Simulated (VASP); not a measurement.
# Si62Ge (a cell with a defect) in VASP: further runs

The runs below take Si62Ge (a cell with a defect) through single point, with PBE.

All numbers are computed with VASP 6.6.1; they aren't measurements. Logs are shortened: lines on timing, memory, paths and dates and some standing lists are left out, and cuts for length are marked.

## Step 1: The cell of the first run

The cell holds a defect, 63 atoms: a = 10.860 Å, b = 10.860 Å, c = 10.860 Å, α = 90.00°, β = 90.00°, γ = 90.00°.

## Step 2: Single point, PBE, collinear spin, ferromagnetic start

Contents of INCAR:

```
PREC = Accurate ; ENCUT = 410
EDIFF = 1E-6 ; ISMEAR = 0
SIGMA = 0.05 ; LREAL = Auto
LASPH = T ; NELM = 200
ALGO = Normal ; ISIF = 2
LWAVE = F ; LCHARG = F
ISPIN = 2 ; MAGMOM = 0 0 0 0 0 0 0 0 0 0 0 0 0 0 0 0 0 0 0 0 0 0 0 0 0 0 0 0 0 0 0 0 0 0 0 0 0 0 0 0 0 0 0 0 0 0 0 0 0 0 0 0 0 0 0 0 0 0 0 0 0 0 1
LORBIT = 11 ; GGA = PE
NELECT = 261.0 ; NBANDS = 172
GGA_COMPAT = F
```

Contents of KPOINTS:

```
Automatic mesh
0
Gamma
  1 1 1
```

Contents of POSCAR:

```
Si62Ge
1.0
   10.8600000000      0.0000000000      0.0000000000
    0.0000000000     10.8600000000      0.0000000000
    0.0000000000      0.0000000000     10.8600000000
Si Ge
62 1
Direct
    0.5006379288     -0.0005351629      0.0007193375
    0.6234300261      0.1265699739      0.1236922126
    0.7505351629      0.2493620712      0.0007193375
    0.8753152849      0.3744811436      0.1255188564
    0.7485758940      0.0014241060      0.2503460743
    0.8745834019      0.1247582559      0.3752417441
    0.0006033810      0.0008261615     -0.0008449939
    0.1275091236      0.1262148294      0.1268049509
    0.2520378156      0.2515613209      0.0020378156
    0.4984386791      0.4979621844      0.0020378156
    0.6237851706      0.6224908764      0.1268049509
    0.7491738385      0.7493966190     -0.0008449939
    0.8752551977      0.8747448023      0.1259580078
    0.2507193375     -0.0005351629      0.2506379288
    0.3736922126      0.1265699739      0.3734300261
    0.6234300261      0.3763077874      0.3734300261
    0.7505351629      0.4992806625      0.2506379288
    0.8750872109      0.6248093551      0.3751297884
    0.5003460743      0.0014241060      0.4985758940
    0.6252417441      0.1247582559      0.6245834019
    0.7485758940      0.2496539257      0.4985758940
    0.8752551977      0.3740419922      0.6252551977
    0.7500923198     -0.0000923198      0.7496307913
    0.8750872109      0.1248702116      0.8751906449
   -0.0003747739      0.4995572210      0.0004427790
    0.1272808864      0.6227191136      0.1237529558
    0.2504427790      0.7503747739      0.0004427790
    0.3755188564      0.8746847151      0.1255188564
    0.0001117938      0.2495510897      0.2504489103
    0.1275091236      0.3731950491      0.3737851706
    0.2520378156      0.4979621844      0.2484386791
    0.3768049509      0.6224908764      0.3737851706
    0.5004489103      0.7498882062      0.2504489103
    0.6252417441      0.8754165981      0.3752417441
   -0.0003692087     -0.0000923198      0.5000923198
    0.1251906449      0.1248702116      0.6250872109
    0.2507193375      0.2493620712      0.5005351629
    0.3755188564      0.3744811436      0.6253152849
    0.5006379288      0.4992806625      0.5005351629
    0.6251297884      0.6248093551      0.6250872109
    0.7500923198      0.7503692087      0.5000923198
    0.8753800831      0.8746199169      0.6253800831
    0.2491550061      0.0008261615      0.7506033810
    0.3768049509      0.1262148294      0.8775091236
    0.5004489103      0.2495510897      0.7501117938
    0.6237851706      0.3731950491      0.8775091236
    0.7491738385      0.5008449939      0.7506033810
    0.8749441168      0.6245682383      0.8754317617
    0.0009909700      0.7490090300      0.2510691543
    0.1251906449      0.8749127891      0.3751297884
    0.0006033810      0.5008449939      0.4991738385
    0.1254317617      0.6245682383      0.6249441168
    0.2491550061      0.7493966190      0.4991738385
    0.3759580078      0.8747448023      0.6252551977
    0.0009909700      0.2489308457      0.7509909700
    0.1272808864      0.3762470442      0.8772808864
    0.2504427790      0.4995572210      0.7496252261
    0.3737529558      0.6227191136      0.8772808864
    0.5010691543      0.7490090300      0.7509909700
    0.6251297884      0.8749127891      0.8751906449
    0.0001700749      0.7498299251      0.7501700749
    0.1254317617      0.8750558832      0.8754317617
    0.4838247325      0.2661752675      0.2338247325
```

Potentials or basis: VASP PAW PBE potentials, release 64 (Si, Ge_d).

Started as:

```bash
$ cat potpaw_PBE.64/Si/POTCAR potpaw_PBE.64/Ge_d/POTCAR > POTCAR
$ mpirun -np 1 vasp_gam > vasp.out
```

OUTCAR:

```text
PREC = Accurate
   ENCUT = 410
   EDIFF = 1E-6
   ISMEAR = 0
   LREAL = Auto
   LASPH = T
   NELM = 200
   ISIF = 2
   ISPIN = 2
   LORBIT = 11
   GGA = PE
   NELECT = 261.0

 ion  position               nearest neighbor table
   1  0.501  0.999  0.001-   2 2.34  44 2.34  60 2.35  28 2.35
   2  0.623  0.127  0.124-   1 2.34   3 2.34   5 2.36  63 2.46
   3  0.751  0.249  0.001-   2 2.34  46 2.34  24 2.35   4 2.35
   4  0.875  0.374  0.126-  25 2.35  29 2.35   3 2.35  17 2.35
   5  0.749  0.001  0.250-   6 2.35  34 2.35   2 2.36  13 2.37
   6  0.875  0.125  0.375-   5 2.35  21 2.35  35 2.35  29 2.35
   7  0.001  0.001  0.999-  24 2.34  62 2.35  13 2.37   8 2.38
   8  0.128  0.126  0.127-  14 2.34  29 2.35   9 2.35   7 2.38
   9  0.252  0.252  0.002-  56 2.35  44 2.35   8 2.35
  10  0.498  0.498  0.002-  58 2.35  46 2.35  11 2.35
  11  0.624  0.622  0.127-  17 2.34  33 2.35  10 2.35  12 2.38
  12  0.749  0.749  0.999-  60 2.34  48 2.35  13 2.37  11 2.38
  13  0.875  0.875  0.126-  49 2.36   5 2.37  12 2.37   7 2.37
  14  0.251  0.999  0.251-  15 2.34   8 2.34  50 2.35  28 2.35
  15  0.374  0.127  0.373-  14 2.34  37 2.34  19 2.36  63 2.46
  16  0.623  0.376  0.373-  17 2.34  39 2.34  21 2.36  63 2.46
[... 44 lines left out ...]
  61  0.000  0.750  0.750-  42 2.35  48 2.36  52 2.36  62 2.36
  62  0.125  0.875  0.875-   7 2.35  43 2.35  27 2.35  61 2.36
  63  0.484  0.266  0.234-   2 2.46  15 2.46  16 2.46

  LATTYP: Found a simple cubic cell.
 ALAT       =    10.8600000000

  Lattice vectors:

 A1 = (  10.8600000000,   0.0000000000,   0.0000000000)
 A2 = (   0.0000000000,  10.8600000000,   0.0000000000)
 A3 = (   0.0000000000,   0.0000000000,  10.8600000000)

Analysis of symmetry for initial positions (statically):
=====================================================================
 Subroutine PRICEL returns:
 Original cell was already a primitive cell.

 Routine SETGRP: Setting up the symmetry group for a
 simple cubic supercell.

 Subroutine GETGRP returns: Found  6 space group operations
 (whereof  1 operations were pure point group operations)
 out of a pool of 48 trial point group operations.

The static configuration has the point symmetry C_1 .
 The point group associated with its full space group is C_3v.

Analysis of symmetry for dynamics (positions and initial velocities):
=====================================================================
 Subroutine PRICEL returns:
 Original cell was already a primitive cell.

 Routine SETGRP: Setting up the symmetry group for a
 simple cubic supercell.
[... 261 lines left out ...]
  ---------------------------------------------------
  ext. energy  EPLUGINS =         0.00000000
  ---------------------------------------------------
  free energy    TOTEN  =      -337.54259022 eV

  energy without entropy =     -337.53349040  energy(sigma->0) =     -337.53804031

 E-fermi :   6.2071     XC(G=0):  -9.3381

 val. band max:        6.1519225377   @ k =   0.0000   0.0000   0.0000
 cond. band min:       6.2744542728   @ k =   0.0000   0.0000   0.0000
 fundamental gap:      0.1225317352
 Fermi energy:         6.2070566064

 spin component 1

 k-point     1 :       0.0000    0.0000    0.0000
  band No.  band energies     occupation
      1     -18.2385      1.00000
      2     -18.2362      1.00000
      3     -18.2362      1.00000
      4     -18.1881      1.00000
      5     -18.1881      1.00000
      6      -6.2177      1.00000
[... 134 lines left out ...]
    141       6.8811      0.00000
    142       6.9145      0.00000
 Fermi energy:         6.2070566064

 spin component 2

 k-point     1 :       0.0000    0.0000    0.0000
  band No.  band energies     occupation
      1     -18.1957      1.00000
      2     -18.1957      1.00000
      3     -18.1910      1.00000
      4     -18.1643      1.00000
      5     -18.1643      1.00000
      6      -6.2056      1.00000
[... 134 lines left out ...]
    141       6.8932      0.00000
    142       6.9317      0.00000
 [bands above 142 left out]

------------------------ aborting loop because EDIFF is reached ----------------------------------------

  FORCE on cell =-STRESS in cart. coord.  units (eV):
  Direction    XX          YY          ZZ          XY          YZ          ZX
  --------------------------------------------------------------------------------------
  -------------------------------------------------------------------------------------
  Total        6.8041800      6.8041800      6.8041800     -0.5005926     -0.5005926      0.5005926
  in kB        8.5113196      8.5113196      8.5113196     -0.6261891     -0.6261891      0.6261891
  external PRESSURE =       8.5113196 kB  Pullay stress =       0.0000000 kB

 VOLUME and BASIS-vectors are now :
 -----------------------------------------------------------------------------
  energy-cutoff  :      410.00
  volume of cell :     1280.82
      direct lattice vectors                 reciprocal lattice vectors
    10.860000000  0.000000000  0.000000000     0.092081031  0.000000000  0.000000000
     0.000000000 10.860000000  0.000000000     0.000000000  0.092081031  0.000000000
     0.000000000  0.000000000 10.860000000     0.000000000  0.000000000  0.092081031

 POSITION                                       TOTAL-FORCE (eV/Angst)
 -----------------------------------------------------------------------------------
      5.43693     10.85419      0.00781        -0.002201     -0.002189     -0.002702
      6.77045      1.37455      1.34330         0.005799     -0.005799      0.004944
      8.15081      2.70807      0.00781         0.002189      0.002201     -0.002702
      9.50592      4.06687      1.36313         0.000400      0.001917     -0.001917
      8.12953      0.01547      2.71876         0.001685     -0.001685     -0.008112
      9.49798      1.35487      4.07513        -0.001900     -0.001745      0.001745
[... 55 lines left out ...]
      1.36219      9.50311      9.50719         0.003585      0.000177      0.003585
      5.25434      2.89066      2.53934        -0.000593      0.000593     -0.000593
 -----------------------------------------------------------------------------------
    total drift:                                0.017109     -0.017109      0.017109

  FREE ENERGIE OF THE ION-ELECTRON SYSTEM (eV)
  ---------------------------------------------------
  free  energy   TOTEN  =      -337.5425902236 eV

  energy  without entropy=     -337.5334904046  energy(sigma->0) =     -337.53804031

 total charge

# of ion       s       p       d       tot
------------------------------------------
    1        0.739   0.960   0.000   1.699
    2        0.745   0.932   0.000   1.678
    3        0.739   0.960   0.000   1.699
    4        0.737   0.960   0.000   1.698
    5        0.742   0.943   0.000   1.685
    6        0.738   0.957   0.000   1.695
[... 55 lines left out ...]
   62        0.738   0.956   0.000   1.695
   63        1.186   1.124  10.004  12.315
--------------------------------------------------
tot         47.249  59.672  10.004 116.925

 magnetization (x)

# of ion       s       p       d       tot
------------------------------------------
    1       -0.000  -0.001   0.000  -0.001
    2        0.002   0.017   0.000   0.019
    3       -0.000  -0.001   0.000  -0.001
    4        0.000  -0.001   0.000  -0.001
    5        0.001   0.011   0.000   0.011
    6       -0.000   0.002   0.000   0.001
[... 55 lines left out ...]
   62        0.000   0.001   0.000   0.002
   63        0.059   0.087  -0.001   0.145
--------------------------------------------------
tot          0.093   0.311  -0.001   0.404
```

Run time: 8.1 min. Hardware: 1 thread of Intel Xeon Platinum 8259CL at 2.50GHz (Skylake/Cascade Lake), shared host; peak memory 1.1 GiB.

Results:

| Property | Result |
| --- | --- |
| Free energy | -337.5426 eV |
| Largest force | 0.022 eV/Å |
| Net moment | 0.99 μB per cell |
| Site moments | Si -0.00, +0.02, +0.01, +0.00, +0.03; Ge +0.14 μB |
| Valence electrons inside the program's atomic spheres | Si 1.70, 1.68, 1.69, 1.63; Ge 12.31 |

Forces in eV/Å, atoms in the order of the input:
```
Si  -0.002 -0.002 -0.003
Si   0.006 -0.006  0.005
Si   0.002  0.002 -0.003
Si   0.000  0.002 -0.002
Si   0.002 -0.002 -0.008
Si  -0.002 -0.002  0.002
Si   0.000  0.001 -0.007
Si   0.005  0.002  0.004
Si  -0.016 -0.003 -0.016
Si   0.003  0.016 -0.016
Si  -0.002 -0.005  0.004
Si  -0.001  0.000 -0.007
Si   0.001 -0.001  0.008
Si  -0.003 -0.002 -0.002
Si   0.005 -0.006  0.006
Si   0.006 -0.005  0.006
Si   0.002  0.003 -0.002
Si   0.003 -0.003  0.002
Si  -0.008 -0.002  0.002
Si   0.002 -0.002 -0.002
Si   0.002  0.008  0.002
Si   0.001 -0.008  0.001
Si  -0.002  0.002 -0.002
Si   0.003 -0.002  0.003
Si  -0.003  0.002 -0.002
Si   0.003 -0.003  0.000
Si  -0.002  0.003 -0.002
Si  -0.002  0.000 -0.002
Si  -0.002 -0.001  0.001
Si   0.005 -0.004 -0.002
Si  -0.016  0.016  0.003
Si   0.004 -0.005 -0.002
Si   0.001  0.002  0.001
Si   0.002  0.002  0.002
Si  -0.002  0.002 -0.002
Si   0.003 -0.002  0.003
Si  -0.003  0.002  0.002
Si  -0.002  0.002  0.000
Si  -0.002  0.003  0.002
Si   0.002 -0.003  0.003
Si  -0.002  0.002 -0.002
Si   0.004 -0.004  0.004
Si  -0.007  0.001  0.000
Si   0.004  0.002  0.005
Si   0.001 -0.001 -0.002
Si  -0.002 -0.004  0.005
Si  -0.001  0.007  0.000
Si   0.000 -0.004  0.004
Si  -0.001  0.001 -0.005
Si   0.003 -0.003  0.002
Si   0.000  0.007 -0.001
Si   0.004 -0.004  0.000
Si  -0.007  0.000 -0.001
Si   0.008 -0.001  0.001
Si  -0.001  0.005 -0.001
Si   0.003  0.000  0.003
Si  -0.002  0.002 -0.003
Si   0.000 -0.003  0.003
Si  -0.005  0.001 -0.001
Si   0.002 -0.003  0.003
Si   0.000  0.000  0.000
Si   0.004  0.000  0.004
Ge  -0.001  0.001 -0.001
```

Caveat: the k points lie up to 0.58 Å⁻¹ apart; the cell carries a net charge on a neutralising background, which shifts energy and pressure; the cell is charged against a uniform background, so pressure and absolute levels hang on convention.

(Continued in part 2 of 2.)
